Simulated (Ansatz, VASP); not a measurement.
**Two plane-wave programs on SrVO3**

The input INCAR:

```
PREC = Accurate
ENCUT = 600
EDIFF = 1E-6
ISMEAR = -1
SIGMA = 0.05
LREAL = False
LASPH = True
NELM = 150
ALGO = Normal
ISIF = 3
LWAVE = False
LCHARG = False
ISPIN = 2
MAGMOM = 0 2 0 0 0
LORBIT = 11
LMAXMIX = 4
GGA = B5
ALDAX = 1.0
AGGAX = 1.0
AGGAC = 1.0
ALDAC = 0.0
IBRION = 2
NSW = 60
EDIFFG = -0.01
```

File KPOINTS:

```
Automatic mesh
0
Gamma
  5 5 5
```

POSCAR

```
SrVO3
1.0
    3.8409000000      0.0000000000      0.0000000000
    0.0000000000      3.8409000000      0.0000000000
    0.0000000000      0.0000000000      3.8409000000
Sr V O
1 1 3
Direct
    0.5000000000      0.5000000000      0.5000000000
    0.0000000000      0.0000000000      0.0000000000
    0.0000000000      0.0000000000      0.5000000000
    0.0000000000      0.5000000000      0.0000000000
    0.5000000000      0.0000000000      0.0000000000
```

File input.yaml:

```yaml
crystal:
  lattice:
    - [3.8409, 0.0, 0.0]
    - [0.0, 3.8409, 0.0]
    - [0.0, 0.0, 3.8409]
  atoms:
    - { symbol: Sr, position: [0.5, 0.5, 0.5] }
    - { symbol: V, position: [0.0, 0.0, 0.0], spin: 2.0 }
    - { symbol: O, position: [0.0, 0.0, 0.5] }
    - { symbol: O, position: [0.0, 0.5, 0.0] }
    - { symbol: O, position: [0.5, 0.0, 0.0] }
hamiltonian:
  xc: blyp
  pseudopotentials: { kind: paw }
magnetization:
  spin_polarized: true
kpoints:
  mp_grid: { grid: [5, 5, 5] }
scf:
  occupations: { method: fermi_dirac, width: 0.05 }
output:
  forces: true
  stress: true
  eigenvalues: true
  write_density: true
  write_potential: true
  elf: true
  volumetric_format: npy
relax:
  f_tol: 0.01
  max_steps: 40
  cell: { stress_tol: 0.05 }
```

Alike in both runs: task relaxation of cell and atoms; functional BLYP; k mesh 5 × 5 × 5; occupations fermi-dirac, width 0.05 eV; collinear spin.

|  | VASP | Ansatz |
| --- | --- | --- |
| version | VASP 6.6.1 | Ansatz 0.2.0 |
| potentials or method | VASP PAW PBE potentials, release 64 (Sr_sv, V_sv, O) | Ansatz PAW |
| plane-wave cutoff (eV) | 600 | 420 |
| valence electrons in the cell | 41 | 41 |

|  | VASP | Ansatz | Ansatz less VASP |
| --- | --- | --- | --- |
| gap on the k mesh at the Fermi level, each at its own relaxed structure (eV) | none | none | - |
| net moment per atom (μB) | 0.15 | 0.15 | 0.000 |
| size of the moment on the site where the two differ most (μB) | 0.72 | 0.59 | -0.127 |
| relaxed volume (Å³/atom) | 11.96 | 11.91 | -0.058 |
| relaxed cell length with the largest relative difference (Å) | 3.911 | 3.905 | -0.0063 |

VASP's potentials were made for PBE, not for BLYP. Site moments also hang on the region over which each program counts them. A gap of «none» marks a metal or a gap that the smearing closes.

Noted on Ansatz's run: the plane-wave basis is chosen anew once the cell has moved, so the energies of steps on either side of that aren't comparable.
